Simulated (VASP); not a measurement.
# BN (Pm) in VASP: notebook

The runs below take BN through single point, with LDA.

Everything below comes from runs of VASP 6.6.1. Logs are shortened: lines on timing, memory, paths and dates and some standing lists are left out, and cuts for length are marked.

## (1) The cell of the first run

It takes space group Pm (No. 6, monoclinic). The conventional cell has a = 2.504 Å, b = 6.661 Å, c = 2.504 Å, α = 90.00°, β = 120.00°, γ = 90.00°. Within 1.4 Å of B (site symmetry m) lie 1 N at 1.02 Å. Within 1.9 Å of B (site symmetry m) lie 3 N at 1.45 Å. Within 1.9 Å of N (site symmetry m) lie 3 B at 1.45 Å. Within 1.4 Å of N (site symmetry m) lie 1 B at 1.02 Å.

## (2) Single point, LDA (mode 9 (1350.8 1/cm) frozen in, largest displacement -0.300 Å)

File INCAR:

```
SYSTEM = BN
PREC = Accurate ; ENCUT = 520
EDIFF = 1E-6 ; ISMEAR = 0
SIGMA = 0.05 ; LREAL = .FALSE.
LASPH = .TRUE. ; NELM = 80
ALGO = Normal ; ISIF = 2
LWAVE = .FALSE. ; LCHARG = .FALSE.
NBANDS = 16
```

File KPOINTS:

```
regular mesh
0
G
  12 12 4
  0 0 0
```

File POSCAR:

```
BN
1.0
    2.5039917043      0.0000000000      0.0000000000
   -1.2519958522      2.1685204268      0.0000000000
    0.0000000000      0.0000000000      6.6612000000
B N
2 2
Direct
    0.2135246297      0.6666666667      0.2500000000
    0.6666164451      0.3333333333      0.7500000000
    0.3333276234      0.6666666667      0.7500000000
    0.7591743386      0.3333333333      0.2500000000
```

Potentials or basis: VASP PAW LDA potentials, release 64 (B, N).

Launch:

```
> cat potpaw_LDA.64/B/POTCAR potpaw_LDA.64/N/POTCAR > POTCAR
> mpirun -np 1 vasp_std > vasp.out
```

OUTCAR:

```text
SYSTEM = BN
   PREC = Accurate
   ENCUT = 520
   EDIFF = 1E-6
   ISMEAR = 0
   LREAL = .FALSE.
   LASPH = .TRUE.
   NELM = 80
   ISIF = 2

 ion  position               nearest neighbor table
   1  0.214  0.667  0.250-   4 1.02   4 1.54   4 1.92
   2  0.667  0.333  0.750-   3 1.45   3 1.45   3 1.45
   3  0.333  0.667  0.750-   2 1.45   2 1.45   2 1.45
   4  0.759  0.333  0.250-   1 1.02   1 1.54   1 1.92

  LATTYP: Found a hexagonal cell.
 ALAT       =     2.5039917043
 C/A-ratio  =     2.6602324555

  Lattice vectors:

 A1 = (   2.5039917043,   0.0000000000,   0.0000000000)
 A2 = (  -1.2519958522,   2.1685204268,   0.0000000000)
 A3 = (   0.0000000000,   0.0000000000,   6.6612000000)

Analysis of symmetry for initial positions (statically):
=====================================================================
 Subroutine PRICEL returns:
 Original cell was already a primitive cell.

 Routine SETGRP: Setting up the symmetry group for a
 hexagonal supercell.

 Subroutine GETGRP returns: Found  2 space group operations
 (whereof  1 operations were pure point group operations)
 out of a pool of 24 trial point group operations.

The static configuration has the point symmetry C_1 .
 The point group associated with its full space group is C_1h.

Analysis of symmetry for dynamics (positions and initial velocities):
=====================================================================
 Subroutine PRICEL returns:
 Original cell was already a primitive cell.

 Routine SETGRP: Setting up the symmetry group for a
 hexagonal supercell.

 Subroutine GETGRP returns: Found  2 space group operations
 (whereof  1 operations were pure point group operations)
 out of a pool of 24 trial point group operations.

The dynamic configuration has the point symmetry C_1 .
 The point group associated with its full space group is C_1h.

 Subroutine INISYM returns: Found  2 space group operations
 (whereof  1 operations are pure point group operations),
 and found     1 'primitive' translations

----------------------------------------------------------------------------------------

                                     Primitive cell

  volume of cell :      36.1700

  direct lattice vectors                    reciprocal lattice vectors
     2.503991704  0.000000000  0.000000000     0.399362345  0.230571958  0.000000000
    -1.251995852  2.168520427  0.000000000     0.000000000  0.461143915  0.000000000
[... 90 lines left out ...]
   LREAL  =      F    real-space projection
   EDIFFG = 0.1E-04   stopping-criterion for IOM
   NSW    =      0    number of steps for IOM
   IBRION =     -1    ionic relax: 0-MD 1-quasi-New 2-CG
   NFREE  =      0    steps in history (QN), initial steepest desc. (CG)
   ISIF   =      2    stress and relaxation
   ISYM   =      2    0-nonsym 1-usesym 2-fastsym
   POTIM  = 0.5000    time-step for ionic-motion
   TEBEG  =    0.0;   TEEND  =   0.0 temperature during run
   PSTRESS=    0.0 pullay stress
   NELECT =      16.0000    total number of electrons
   NUPDOWN=      -1.0000    fix difference up-down
   EMIN   =  10.00;   EMAX   =-10.00  energy-range for DOS
   EFERMI =   0.00;   METHOD = LEGACY
   ISMEAR =     0;   SIGMA  =   0.05  broadening in eV -4-tet -1-fermi 0-gaus
   EFERMI_NEDOS =   21; number of points for ismear=-14 and -15
   IALGO  =     38    algorithm
   IMIX   =      4    mixing-type and parameters
     AMIX     =   0.40;   BMIX     =  1.00
     AMIX_MAG =   1.60;   BMIX_MAG =  1.00
  volume/ion in A,a.u.               =       9.04        61.02
  Fermi-wavevector in a.u.,A,eV,Ry     =   1.247379  2.357205 21.170055  1.555955
  Thomas-Fermi vector in A             =   2.381514
   LORBIT       =      0    0 simple, 1 ext, 2 COOP (PROOUT), +10 PAW based schemes
   GGA     = CA    functional components
   LHFCALC =     F    Hartree Fock is set to
   AEXX    =    0.0000 exact exchange contribution
   IVDW    =     0    specifies the selected vdW correction
   LEPSILON=     F    determine dielectric tensor
   LRPA    =     F    only Hartree local field effects (RPA)
 non-spin polarized calculation
 Gauss-broadening in eV      SIGMA  =   0.05
  energy-cutoff  :      520.00
  volume of cell :       36.17
 maximum number of plane-waves:       992
   NGX =  9   NGY =  9   NGZ = 25

 number of electron      16.0000002 magnetization

 Free energy of the ion-electron system (eV)
  ---------------------------------------------------
  ext. energy  EPLUGINS =         0.00000000
  ---------------------------------------------------
  free energy    TOTEN  =       -31.84552800 eV

  energy without entropy =      -31.84552800  energy(sigma->0) =      -31.84552800

 E-fermi :   3.4087     XC(G=0): -10.4144

 val. band max:        3.1993419345   @ k =   0.0000   0.0000   0.5000
 cond. band min:       6.1179360097   @ k =   0.0000   0.5000   0.0000
 fundamental gap:      2.9185940751
 Fermi energy:         3.4086851793

 k-point     1 :       0.0000    0.0000    0.0000
  band No.  band energies     occupation
      1     -15.6217      2.00000
      2     -15.0630      2.00000
      3      -4.5225      2.00000
      4      -3.5347      2.00000
      5      -2.4548      2.00000
      6       0.5271      2.00000
[... 433 lines left out ...]
      3      -4.4717      2.00000
      4      -3.3276      2.00000
      5      -2.3950      2.00000
      6      -1.4008      2.00000
[... 8 lines left out ...]
     15      16.6722      0.00000
     16      17.1830      0.00000

 [... further k-points ...]

------------------------ aborting loop because EDIFF is reached ----------------------------------------

  FORCE on cell =-STRESS in cart. coord.  units (eV):
  Direction    XX          YY          ZZ          XY          YZ          ZX
  --------------------------------------------------------------------------------------
  -------------------------------------------------------------------------------------
  Total       20.4910113     17.3763481     -0.1832392     16.8366731      0.0000000      0.0000000
  in kB      907.6639761    769.6977427     -8.1167113    745.7924532      0.0000000      0.0000000
  external PRESSURE =     556.4150025 kB  Pullay stress =       0.0000000 kB

 VOLUME and BASIS-vectors are now :
 -----------------------------------------------------------------------------
  energy-cutoff  :      520.00
  volume of cell :       36.17
      direct lattice vectors                 reciprocal lattice vectors
     2.503991704  0.000000000  0.000000000     0.399362345  0.230571958  0.000000000
    -1.251995852  2.168520427  0.000000000     0.000000000  0.461143915  0.000000000
     0.000000000  0.000000000  6.661200000     0.000000000  0.000000000  0.150123101

 POSITION                                       TOTAL-FORCE (eV/Angst)
 -----------------------------------------------------------------------------------
     -0.30000      1.44568      1.66530        30.285445     30.013718      0.000000
      1.25187      0.72284      4.99590         0.002106     -0.003669      0.000000
     -0.00001      1.44568      4.99590         0.016993      0.023361      0.000000
      1.48363      0.72284      1.66530       -30.304544    -30.033410      0.000000
 -----------------------------------------------------------------------------------
    total drift:                               -0.000358     -0.000168     -0.000000

  FREE ENERGIE OF THE ION-ELECTRON SYSTEM (eV)
  ---------------------------------------------------
  free  energy   TOTEN  =       -31.8455280035 eV

  energy  without entropy=      -31.8455280035  energy(sigma->0) =      -31.84552800
```

OSZICAR:

```text
N       E                     dE             d eps       ncg     rms          rms(c)
DAV:   1     0.515144680758E+02    0.51514E+02   -0.80939E+03  7144   0.920E+02
DAV:   2    -0.357022268155E+02   -0.87217E+02   -0.80306E+02  9976   0.218E+02
DAV:   3    -0.388309689797E+02   -0.31287E+01   -0.31184E+01  8416   0.409E+01
DAV:   4    -0.388462217299E+02   -0.15253E-01   -0.15251E-01  9448   0.336E+00
DAV:   5    -0.388463467714E+02   -0.12504E-03   -0.12504E-03  8440   0.278E-01    0.146E+01
DAV:   6    -0.326756603820E+02    0.61707E+01   -0.91412E+00  8192   0.238E+01    0.606E+00
DAV:   7    -0.319827388913E+02    0.69292E+00   -0.95589E-01  9632   0.763E+00    0.325E+00
DAV:   8    -0.318478408765E+02    0.13490E+00   -0.25829E-01  9280   0.402E+00    0.649E-01
DAV:   9    -0.318457969253E+02    0.20440E-02   -0.22413E-02  8152   0.114E+00    0.245E-01
DAV:  10    -0.318455567777E+02    0.24015E-03   -0.94985E-04  9880   0.239E-01    0.113E-01
DAV:  11    -0.318455374299E+02    0.19348E-04   -0.16575E-04  9664   0.129E-01    0.395E-02
DAV:  12    -0.318455289726E+02    0.84573E-05   -0.42128E-05 10072   0.525E-02    0.108E-02
DAV:  13    -0.318455280035E+02    0.96904E-06   -0.29293E-06  9992   0.134E-02
   1 F= -.31845528E+02 E0= -.31845528E+02  d E =-.473696E-11
```

stdout:

```text
POSCAR found type information on POSCAR B N
 POSCAR found :  2 types and       4 ions
 scaLAPACK will be used
 LDA part: xc-table for (Slater(with rela. corr.)+CA(PZ))
 , standard interpolation
 POSCAR, INCAR and KPOINTS ok, starting setup
 FFT: planning ... GRIDC
 FFT: planning ... GRID_SOFT
 FFT: planning ... GRID
 WAVECAR not read
 entering main loop
```

It took 87 s on 1 thread of Intel Xeon 6975P-C, shared host; peak memory 0.21 GiB.

What came out:

| Property | Result |
| --- | --- |
| Free energy | -31.8455 eV |
| Pressure | 55.6 GPa |
| Largest force | 42.666 eV/Å |
| Band gap on the k mesh | 2.92 eV, indirect (least direct gap 3.74 eV) |

Forces in eV/Å, atoms in the order of the input:
```
B    30.285  30.014   0.000
B     0.002  -0.004   0.000
N     0.017   0.023   0.000
N   -30.305 -30.033   0.000
```

Stress tensor (GPa, compression positive):
```
90.77 74.58  0.00
74.58 76.97  0.00
 0.00  0.00 -0.81
```

Caveat: the cell differs from its parent crystal (mode 9 (1350.8 1/cm) frozen in, largest displacement -0.300 Å); forces of over 1 eV/Å act on the atoms, so gaps and moduli don't describe the material at rest.

[end of part 1 of 2]
